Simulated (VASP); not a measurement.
Crystal: CdSe.

```
Cd Se
1.0
     4.34072    0.00000    0.00000
    -2.17036    3.75918    0.00000
     0.00000    0.00000    7.07665
Cd Se
2 2
Direct
  0.33333 0.66667 0.99952
  0.66667 0.33333 0.49952
  0.33333 0.66667 0.37548
  0.66667 0.33333 0.87548
```

Base run:

| Item | Value |
| --- | --- |
| Program | VASP 6.6.1 |
| Functional | r2SCAN |
| Potentials or basis | VASP PAW PBE potentials, release 64 (Cd, Se) |
| Cutoff | 520 eV |
| k mesh | 6 × 6 × 4 |
| Occupations | gaussian, width 0.01 eV |
| Spin | no spin polarisation |

Its results: band gap on the k mesh 1.09 eV, direct; pressure 0.2 GPa.

The run is repeated on the same cell with these changes: functional from r2SCAN to PBE. What comes out?

Band gap on the k mesh 0.61 eV, direct; pressure 1.7 GPa.

r2SCAN gives the wider gap, since meta-GGAs in the generalised Kohn-Sham scheme recover part of the derivative discontinuity.

Caveats: the PAW data sets were made with another functional, which shifts forces and pressure a little (some runs).

